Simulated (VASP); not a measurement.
# RbBr (Fm-3m) in VASP: further runs, part 2 of 2

VASP 6.6.1. The steps go on from the part before.

## Step 3: Single point, PBE

This run uses another cell than the first one, of 41.90 Å³/atom.

INCAR

```
PREC = Accurate ; ENCUT = 500
EDIFF = 1E-6 ; ISMEAR = 0
SIGMA = 0.02 ; LREAL = F
LASPH = T ; NELM = 120
ALGO = Normal ; ISIF = 2
LWAVE = F ; LCHARG = F
GGA = PE ; NBANDS = 15
GGA_COMPAT = F
```

KPOINTS

```
Automatic mesh
0
Gamma
  6 6 6
```

POSCAR

```
RbBr
1.0
    0.0000000000      3.4732356021      3.4732356021
    3.4732356021      0.0000000000      3.4732356021
    3.4732356021      3.4732356021      0.0000000000
Rb Br
1 1
Direct
    0.0000000000      0.0000000000      0.0000000000
    0.5000000000      0.5000000000      0.5000000000
```

Potentials or basis: VASP PAW PBE potentials, release 64 (Rb_sv, Br).

Launch:

```
$ cat potpaw_PBE.64/Rb_sv/POTCAR potpaw_PBE.64/Br/POTCAR > POTCAR
$ mpirun -np 1 vasp_std > vasp.out
```

OUTCAR:

```text
PREC = Accurate
   ENCUT = 500
   EDIFF = 1E-6
   ISMEAR = 0
   LREAL = F
   LASPH = T
   NELM = 120
   ISIF = 2
   GGA = PE

 ion  position               nearest neighbor table
   1  0.000  0.000  0.000-   2 3.47   2 3.47   2 3.47   2 3.47   2 3.47   2 3.47
   2  0.500  0.500  0.500-   1 3.47   1 3.47   1 3.47   1 3.47   1 3.47   1 3.47

  LATTYP: Found a face centered cubic cell.
 ALAT       =     6.9464712042

  Lattice vectors:

 A1 = (   0.0000000000,   3.4732356021,   3.4732356021)
 A2 = (   3.4732356021,   0.0000000000,   3.4732356021)
 A3 = (   3.4732356021,   3.4732356021,   0.0000000000)

Analysis of symmetry for initial positions (statically):
=====================================================================
 Subroutine PRICEL returns:
 Original cell was already a primitive cell.

 Routine SETGRP: Setting up the symmetry group for a
 face centered cubic supercell.

 Subroutine GETGRP returns: Found 48 space group operations
 (whereof 48 operations were pure point group operations)
 out of a pool of 48 trial point group operations.

The static configuration has the point symmetry O_h .

Analysis of symmetry for dynamics (positions and initial velocities):
=====================================================================
 Subroutine PRICEL returns:
 Original cell was already a primitive cell.

 Routine SETGRP: Setting up the symmetry group for a
 face centered cubic supercell.

 Subroutine GETGRP returns: Found 48 space group operations
 (whereof 48 operations were pure point group operations)
 out of a pool of 48 trial point group operations.

The dynamic configuration has the point symmetry O_h .

 Subroutine INISYM returns: Found 48 space group operations
 (whereof 48 operations are pure point group operations),
 and found     1 'primitive' translations

----------------------------------------------------------------------------------------

[... 110 lines left out ...]
   AEXX    =    0.0000 exact exchange contribution
   IVDW    =     0    specifies the selected vdW correction
   LEPSILON=     F    determine dielectric tensor
   LRPA    =     F    only Hartree local field effects (RPA)
 non-spin polarized calculation
 Gauss-broadening in eV      SIGMA  =   0.02
  energy-cutoff  :      500.00
  volume of cell :       83.80
 maximum number of plane-waves:      2158
   NGX = 17   NGY = 17   NGZ = 17

 number of electron      15.9999998 magnetization

 Free energy of the ion-electron system (eV)
  ---------------------------------------------------
  ext. energy  EPLUGINS =         0.00000000
  ---------------------------------------------------
  free energy    TOTEN  =        -6.11205074 eV

  energy without entropy =       -6.11205074  energy(sigma->0) =       -6.11205074

 E-fermi :  -1.7579     XC(G=0):  -7.0758

 val. band max:       -1.8998632960   @ k =   0.0000   0.0000   0.0000
 cond. band min:       2.3621854023   @ k =   0.0000   0.0000   0.0000
 fundamental gap:      4.2620486982
 Fermi energy:        -1.7579423639

 k-point     1 :       0.0000    0.0000    0.0000
  band No.  band energies     occupation
      1     -26.4003      2.00000
      2     -14.0421      2.00000
      3     -10.4737      2.00000
      4     -10.4737      2.00000
      5     -10.4737      2.00000
      6      -1.8999      2.00000
      7      -1.8999      2.00000
      8      -1.8999      2.00000
      9       2.3622      0.00000
     10       5.3660      0.00000
     11       5.3660      0.00000
     12       5.3660      0.00000
     13       6.2267      0.00000
     14       6.2267      0.00000
[... 257 lines left out ...]
      2     -14.0111      2.00000
      3     -10.6053      2.00000
      4     -10.5585      2.00000
      5     -10.4786      2.00000
      6      -2.3060      2.00000
      7      -2.2826      2.00000
      8      -2.1558      2.00000
      9       4.4102      0.00000
     10       5.7963      0.00000
     11       5.9860      0.00000
     12       6.8815      0.00000
     13       7.9518      0.00000
     14       8.8009      0.00000
     15       9.2297      0.00000

------------------------ aborting loop because EDIFF is reached ----------------------------------------

  FORCE on cell =-STRESS in cart. coord.  units (eV):
  Direction    XX          YY          ZZ          XY          YZ          ZX
  --------------------------------------------------------------------------------------
  -------------------------------------------------------------------------------------
  Total        0.2135567      0.2135567      0.2135567      0.0000000      0.0000000      0.0000000
  in kB        4.0831094      4.0831094      4.0831094      0.0000000      0.0000000      0.0000000
  external PRESSURE =       4.0831094 kB  Pullay stress =       0.0000000 kB

 VOLUME and BASIS-vectors are now :
 -----------------------------------------------------------------------------
  energy-cutoff  :      500.00
  volume of cell :       83.80
      direct lattice vectors                 reciprocal lattice vectors
     0.000000000  3.473235602  3.473235602    -0.143957985  0.143957985  0.143957985
     3.473235602  0.000000000  3.473235602     0.143957985 -0.143957985  0.143957985
     3.473235602  3.473235602  0.000000000     0.143957985  0.143957985 -0.143957985

 POSITION                                       TOTAL-FORCE (eV/Angst)
 -----------------------------------------------------------------------------------
      0.00000      0.00000      0.00000         0.000000     -0.000000     -0.000000
      3.47324      3.47324      3.47324         0.000000      0.000000      0.000000
 -----------------------------------------------------------------------------------
    total drift:                                0.000000      0.000000      0.000000

  FREE ENERGIE OF THE ION-ELECTRON SYSTEM (eV)
  ---------------------------------------------------
  free  energy   TOTEN  =        -6.1120507409 eV

  energy  without entropy=       -6.1120507409  energy(sigma->0) =       -6.11205074
```

OSZICAR:

```text
N       E                     dE             d eps       ncg     rms          rms(c)
DAV:   1     0.843661013974E+02    0.84366E+02   -0.62897E+03   480   0.868E+02
DAV:   2    -0.705288119459E-01   -0.84437E+02   -0.78009E+02   697   0.159E+02
DAV:   3    -0.617986108778E+01   -0.61093E+01   -0.60850E+01   620   0.447E+01
DAV:   4    -0.634016959027E+01   -0.16031E+00   -0.16028E+00   741   0.694E+00
DAV:   5    -0.634115912933E+01   -0.98954E-03   -0.98953E-03   627   0.545E-01    0.272E+00
DAV:   6    -0.611694191834E+01    0.22422E+00   -0.27378E-01   585   0.235E+00    0.179E+00
DAV:   7    -0.609887736176E+01    0.18065E-01   -0.12614E-01   627   0.170E+00    0.923E-01
DAV:   8    -0.611115418120E+01   -0.12277E-01   -0.14953E-02   502   0.698E-01    0.108E-01
DAV:   9    -0.611160130435E+01   -0.44712E-03   -0.70001E-04   656   0.134E-01    0.706E-02
DAV:  10    -0.611204333951E+01   -0.44204E-03   -0.57362E-04   494   0.131E-01    0.286E-02
DAV:  11    -0.611204424637E+01   -0.90685E-06   -0.32906E-05   613   0.297E-02    0.872E-03
DAV:  12    -0.611205046273E+01   -0.62164E-05   -0.10169E-05   508   0.184E-02    0.124E-03
DAV:  13    -0.611205074091E+01   -0.27818E-06   -0.30750E-07   527   0.328E-03
   1 F= -.61120507E+01 E0= -.61120507E+01  d E =-.212170E-25
```

Wall time 34 s (1 thread of AMD EPYC 7R43 (Zen 3), shared host); peak memory 0.17 GiB.

What came out:

- Free energy: -6.1121 eV
- Pressure: 0.4 GPa
- Band gap on the k mesh: 4.26 eV

Levels at points of the mesh, in eV from the valence-band top:
```tsv
k point	band 5	band 6	band 7	band 8	band 9	band 10	band 11	band 12
(0.00, 0.00, 0.00)	-8.57	0.00	0.00	0.00	4.26	7.27	7.27	7.27
(0.50, 0.00, 0.00)	-8.54	-0.92	-0.32	-0.32	6.71	7.57	9.37	9.37
(0.50, 0.50, 0.00)	-8.64	-0.46	-0.16	-0.16	5.65	6.98	9.00	9.12
```
